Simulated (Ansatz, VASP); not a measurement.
**Two plane-wave programs on Ir**

```
CELL_PARAMETERS angstrom
2.78128 0.00000 0.00000
-1.39064 2.40866 0.00000
0.00000 0.00000 9.08575
ATOMIC_POSITIONS crystal
Ir 0.00000 0.00000 0.00000
Ir 0.00000 0.00000 0.50000
Ir 0.33333 0.66667 0.25000
Ir 0.66667 0.33333 0.75000
```

Alike in both runs: task single point; functional PBEsol; k mesh 15 × 15 × 4; occupations fermi-dirac, width 0.1 eV; no spin polarisation.

|  | VASP | Ansatz |
| --- | --- | --- |
| version | VASP 6.6.1 | Ansatz 0.2.0 |
| potentials or method | VASP PAW PBE potentials, release 64 (Ir), cutoff 520 eV | plane waves (420 eV) with PAW, scalar-relativistic |
| valence electrons in the cell | 36 | 68 |

|  | VASP | Ansatz | Ansatz less VASP |
| --- | --- | --- | --- |
| pressure (GPa) | -23.9 | -24.4 | -0.50 |
| traceless stress, the component that is largest in VASP (GPa) | -0.09 | -0.09 | -0.003 |

VASP's potentials were made for PBE, not for PBEsol, and Ansatz warns of the same on its side. VASP's potentials hold 36 valence electrons a cell and Ansatz's 68, so a difference there can come from the potentials and not from the codes.

Spin-orbit coupling is off throughout.
